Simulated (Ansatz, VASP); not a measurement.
# CuI: VASP beside Ansatz

```
CELL_PARAMETERS angstrom
0.00000 3.40659 3.01949
3.01949 0.00000 3.01949
3.01949 3.40659 0.00000
ATOMIC_POSITIONS crystal
Cu 0.75000 0.75000 0.75000
I 0.00000 0.00000 0.00000
```

Alike in both runs: task single point; functional PBE; k mesh 8 × 8 × 8; occupations gaussian, width 0.05 eV; no spin polarisation.

|  | VASP | Ansatz |
| --- | --- | --- |
| version | VASP 6.6.1 | Ansatz 0.2.0 |
| potentials or method | VASP PAW PBE potentials, release 64 (Cu, I), cutoff 520 eV | scalar-relativistic, plane waves, PAW |
| valence electrons in the cell | 18 | 36 |

|  | VASP | Ansatz | Ansatz less VASP |
| --- | --- | --- | --- |
| gap on the k mesh at the Fermi level (eV) | 0.80 | 0.79 | -0.016 |
| least direct gap on the mesh (eV) | 0.80 | 0.79 | -0.016 |
| pressure (GPa) | -3.0 | -3.1 | -0.04 |
| traceless stress, the component that is largest in VASP (GPa) | -1.65 | -1.66 | -0.008 |

VASP's potentials hold 18 valence electrons a cell and Ansatz's 36, so a difference there can come from the potentials and not from the codes.

Neither program's run includes spin-orbit coupling.
